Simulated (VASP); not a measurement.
Write the native input for VASP 6.6.1 that does the following.

```yaml
Task: single point
Functional: PBE
Dispersion: D3(BJ)
Potentials_or_basis: VASP PAW PBE potentials, release 64 (I)
Cutoff: 520 eV
k_mesh: 6 × 6 × 4
Occupations: gaussian, width 0.02 eV
Spin: no spin polarisation
Dipole_correction: no
Further_INCAR_settings: ALGO = Normal; EDIFF = 1e-06; NBANDS = 22
```

The structure of I lies in POSCAR:

```
I
1.0
    3.6755310408     -2.2424399274      0.0000000000
    3.6755310408      2.2424399274      0.0000000000
    0.0000000000      0.0000000000      9.6555281778
I
4
Direct
    0.8295413770      0.1704586230      0.8775403443
    0.3295413770      0.6704586230      0.6224596557
    0.1704586230      0.8295413770      0.1224596557
    0.6704586230      0.3295413770      0.3775403443
```

One way to write it, as run:

INCAR

```
SYSTEM = I
PREC = Accurate
ENCUT = 520
EDIFF = 1E-6
ISMEAR = 0
SIGMA = 0.02
LREAL = .False.
LASPH = .True.
NELM = 100
ALGO = Normal
ISIF = 2
LWAVE = .False.
LCHARG = .False.
GGA = PE
IVDW = 12
NBANDS = 22
```

KPOINTS

```
Automatic mesh
0
Gamma
  6 6 4
  0 0 0
```

Potentials or basis: VASP PAW PBE potentials, release 64 (I).

Launch:

```console
$ cat potpaw_PBE.64/I/POTCAR > POTCAR
$ mpirun -np 1 vasp_std > vasp.out
```

It gave:

```yaml
Pressure: 0.0 GPa
Largest_force: 0.019 eV/Å
Band_gap_on_the_k_mesh: 0.88 eV, indirect (least direct gap 1.15 eV)
Dispersion_energy_per_atom: -0.326 eV
```

Caveat: spin-orbit coupling is left out, which moves the levels of the heavy elements.

Wall time 59 s on 1 thread of Intel(R) Xeon(R) Platinum 8488C (Sapphire Rapids), with other jobs on the host, peak memory 0.3 GiB.
